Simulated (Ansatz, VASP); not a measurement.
Be: VASP beside Ansatz

```
Be
1.0
     3.45988    0.00141   -0.00093
    -1.72868    2.99152    0.00082
    -0.00266    0.00075   10.63468
Be
12
Cartesian
  1.7288 0.9996 6.9451
  1.7315 1.0003 0.5769
  1.7306 1.0005 4.7688
  1.7285 1.0001 9.0027
  -0.0014 -0.0018 2.6754
  -0.0026 1.9936 10.1017
  -0.0015 0.0025 7.7986
  1.7289 0.9962 2.6779
  -0.0002 1.9937 3.7048
  -0.0006 1.9974 7.9934
  -0.0003 1.9939 1.6503
  -0.0017 1.9933 5.9119
```

Change from the starting cell: cell x1, atoms moved at random (sigma 0.05 Å) and cell strained at random (1.5 %), then relaxed without symmetry.

Alike in both runs: functional PBE; k mesh 6 × 6 × 2; occupations gaussian, width 0.2 eV; no spin polarisation.

Ansatz relaxed the structure, and its values are those at the end. VASP's run is a single point on that final structure, the one shown.

|  | VASP | Ansatz |
| --- | --- | --- |
| version | VASP 6.6.1 | Ansatz 0.2.0 |
| potentials or method | VASP PAW PBE potentials, release 64 (Be), cutoff 520 eV | scalar-relativistic, plane waves, PAW |
| valence electrons in the cell | 24 | 24 |

```tsv
	VASP	Ansatz	Ansatz less VASP
gap on the k mesh at the Fermi level (eV)	none	none	-
pressure (GPa)	0.0	-0.2	-0.13
rms of the force components (eV/Å)	0.003	0.003	-0.0004
```

A gap of «none» marks a metal or a gap that the smearing closes. The functional is the same, so the differences come from potentials, cutoffs and numerics.
